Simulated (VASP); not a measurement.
Input of a VASP 6.6.1 run:

File INCAR:

```
SYSTEM = MoS2
PREC = Accurate
ENCUT = 520
EDIFF = 1E-7
ISMEAR = 0
SIGMA = 0.05
LREAL = .FALSE.
LASPH = .TRUE.
NELM = 100
ALGO = Normal
ISIF = 2
LWAVE = .FALSE.
LCHARG = .FALSE.
GGA = PE
IVDW = 12
NBANDS = 35
```

Contents of KPOINTS:

```
regular mesh
0
G
  12 12 4
  0 0 0
```

POSCAR

```
MoS2
1.0
    3.0548705918      0.0000000000      0.0000000000
   -1.5274352959      2.6455955378      0.0000000000
    0.0000000000      0.0000000000     12.4534765005
Mo S
2 4
Direct
    0.3333333333      0.6666666667      0.2500000000
    0.6666666667      0.3333333333      0.7500000000
    0.3333333333      0.6666666667      0.6204905688
    0.6666666667      0.3333333333      0.1204905688
    0.3333333333      0.6666666667      0.8795094312
    0.6666666667      0.3333333333      0.3795094312
```

Potentials or basis: VASP PAW PBE potentials, release 64 (Mo_sv, S).

Command:

```console
$ cat potpaw_PBE.64/Mo_sv/POTCAR potpaw_PBE.64/S/POTCAR > POTCAR
$ mpirun -np 1 vasp_std > vasp.out
```

Question: What does it give for the band gap on the k mesh?

Answer: 1.02 eV (least direct gap 2.07 eV).

Question: Estimate the pressure.

Answer: 4.4 GPa.

Question: Predict the dispersion energy per atom.

Answer: -0.452 eV.

Question: Estimate the largest force.

Answer: 0.229 eV/Å.

Stress tensor (GPa, compression positive):
```
 8.22  0.00  0.00
 0.00  8.22  0.00
 0.00  0.00 -3.32
```

Caveat: the cell differs from its parent crystal (strain -0.030 along x and y, +0.030 along z); the cell stands under pressure. A k mesh can miss the band edges.
